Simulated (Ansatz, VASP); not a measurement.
## Ag: VASP beside Ansatz

File INCAR:

```
SYSTEM = Ag
PREC = Accurate
ENCUT = 520
EDIFF = 1E-8
ISMEAR = -1
SIGMA = 0.05
LREAL = .False.
LASPH = .True.
NELM = 100
ALGO = Normal
ISIF = 2
LWAVE = .False.
LCHARG = .False.
LEFG = .True.
NBANDS = 12
```

File KPOINTS:

```
regular mesh
0
Gamma
  15 15 15
  0 0 0
```

POSCAR

```
Ag
1.0
   -0.0612930000      2.0124535000      2.0124535000
    2.0124535000     -0.0612930000      2.0124535000
    2.0124535000      2.0124535000     -0.0612930000
Ag
1
Direct
    0.0000000000      0.0000000000      0.0000000000
```

Input for Ansatz:

```yaml
crystal:
  lattice:
    - [-0.061293, 2.0124535, 2.0124535]
    - [2.0124535, -0.061293, 2.0124535]
    - [2.0124535, 2.0124535, -0.061293]
  atoms:
    - { symbol: Ag, position: [0.0, 0.0, 0.0] }
kpoints:
  mp_grid: { grid: [15, 15, 15] }
scf:
  occupations: { method: fermi_dirac, width: 0.05 }
hamiltonian:
  xc: lda
  pseudopotentials: { kind: all_electron, datasets: crystal }
output:
  forces: true
  stress: true
  eigenvalues: true
  efg: { contact_densities: true }
```

Change from the starting cell: equal xy, yz and zx shear strains of -3 %, crystal datasets.

Alike in both runs: task electric field gradients; functional LDA; k mesh 15 × 15 × 15; occupations fermi-dirac, width 0.05 eV; no spin polarisation.

```csv
,VASP,Ansatz
version,VASP 6.6.1,Ansatz 0.2.0
potentials or method,"VASP PAW LDA potentials, release 64 (Ag), cutoff 520 eV","all-electron PAW with datasets made for the crystal, scalar-relativistic"
```

```tsv
	VASP	Ansatz	Ansatz less VASP
pressure (GPa)	-6.9	-7.1	-0.15
traceless stress, the component that is largest in VASP (GPa)	0.87	0.87	-0.002
size of Vzz on the site where it differs most (V/Å²)	5.1	0.4	-4.70
```

LDA's correlation is that of Perdew and Zunger in VASP and of Perdew and Wang (1992) in Ansatz. Ansatz ran all-electron here, and VASP with PAW potentials.
